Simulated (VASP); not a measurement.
Write the native input for VASP 6.6.1 that does the following.

```yaml
Task: single point
Functional: PBE
Potentials_or_basis: VASP PAW PBE potentials, release 64 (La, Ge_d, Fe)
Cutoff: 520 eV
k_mesh: 7 × 7 × 6
Occupations: fermi-dirac, width 0.05 eV
Spin: collinear spin, ferromagnetic start
Starting_moments: "[0.0, 0.0, 3.0] μB"
Dipole_correction: no
Further_INCAR_settings: ALGO = Normal; EDIFF = 1e-06; NBANDS = 28
```

The structure of LaFeGe lies in POSCAR:

```
LaFeGe
1.0
    4.2034055487      0.0000000000      0.0000000000
   -2.1017027744      3.6402559876      0.0000000000
    0.0000000000      0.0000000000      4.2570194823
La Ge Fe
1 1 1
Direct
    0.0000000000      0.0000000000      0.0000000000
    0.6666666667      0.3333333333      0.5000000000
    0.3333333333      0.6666666667      0.5000000000
```

These files were run (other wordings do the same):

INCAR

```
SYSTEM = LaFeGe
  PREC = Accurate
  ENCUT = 520
  EDIFF = 1E-6
  ISMEAR = -1
  SIGMA = 0.05
  LREAL = .False.
  LASPH = .True.
  NELM = 150
  ALGO = Normal
  ISIF = 2
  LWAVE = .False.
  LCHARG = .False.
  ISPIN = 2
  MAGMOM = 0 0 3
  LORBIT = 11
  LMAXMIX = 6
  GGA = PE
  NBANDS = 28
```

KPOINTS

```
regular mesh
0
Gamma
  7 7 6
  0 0 0
```

Potentials or basis: VASP PAW PBE potentials, release 64 (La, Ge_d, Fe).

Run with:

```bash
$ cat potpaw_PBE.64/La/POTCAR potpaw_PBE.64/Ge_d/POTCAR potpaw_PBE.64/Fe/POTCAR > POTCAR
$ mpirun -np 1 vasp_std > vasp.out
```

It gave:

```yaml
Pressure: 1.0 GPa
Net_moment: 1.97 μB per cell
Site_moments: La -0.06; Ge -0.01; Fe +2.06 μB
Valence_electrons_inside_the_program's_atomic_spheres: La 8.53; Ge 12.47; Fe 7.11
```

Run time: 110 s on 1 thread of Intel(R) Xeon(R) Platinum 8259CL CPU @ 2.50GHz (Skylake/Cascade Lake), with other jobs on the host, peak memory 0.28 GiB.
